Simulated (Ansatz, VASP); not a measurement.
**Rh: VASP beside Ansatz**

INCAR

```
  PREC = Accurate
  ENCUT = 520
  EDIFF = 1E-6
  ISMEAR = 0
  SIGMA = 0.15
  LREAL = False
  LASPH = True
  NELM = 100
  ALGO = Fast
  ISIF = 2
  LWAVE = False
  LCHARG = False
  GGA = PE
  NBANDS = 22
```

KPOINTS

```
Automatic mesh
0
Gamma
  18 18 10
```

POSCAR

```
Rh
1.0
    2.7521000000      0.0000000000      0.0000000000
   -1.3760500000      2.3833885137      0.0000000000
    0.0000000000      0.0000000000      4.0343000000
Rh
2
Direct
    0.6666666667      0.3333333333      0.7500000000
    0.3333333333      0.6666666667      0.2500000000
```

Input for Ansatz:

```yaml
crystal:
  lattice:
    - [2.7521, 0.0, 0.0]
    - [-1.37605, 2.3833885137, 0.0]
    - [0.0, 0.0, 4.0343]
  atoms:
    - { symbol: Rh, position: [0.6666666667, 0.3333333333, 0.75] }
    - { symbol: Rh, position: [0.3333333333, 0.6666666667, 0.25] }
basis:
  ecutwfc: 420
kpoints:
  mp_grid: { grid: [18, 18, 10] }
hamiltonian:
  xc: pbe
  pseudopotentials: { kind: paw, azcp: { folder: soft_1 } }
scf:
  occupations: { method: gaussian, width: 0.15 }
output:
  forces: true
  stress: true
  eigenvalues: true
```

Alike in both runs: task single point; functional PBE; k mesh 18 × 18 × 10; occupations gaussian, width 0.15 eV; no spin polarisation.

|  | VASP | Ansatz |
| --- | --- | --- |
| version | VASP 6.6.1 | Ansatz 0.2.0 |
| potentials or method | VASP PAW PBE potentials, release 64 (Rh_pv), cutoff 520 eV | scalar-relativistic, plane waves, PAW |
| valence electrons in the cell | 30 | 34 |

Ansatz gave:

| Item | Value |
| --- | --- |
| gap on the k mesh at the Fermi level (eV) | none |
| pressure (GPa) | 22.8 |
| traceless stress, the component that is largest in VASP (GPa) | 19.56 |

Question: Estimate VASP's values.

Answer: gap on the k mesh at the Fermi level (eV): none; pressure (GPa): 22.8; traceless stress, the component that is largest in VASP (GPa): 19.57.

A gap of «none» marks a metal or a gap that the smearing closes. VASP's potentials hold 30 valence electrons a cell and Ansatz's 34, so a difference there can come from the potentials and not from the codes.
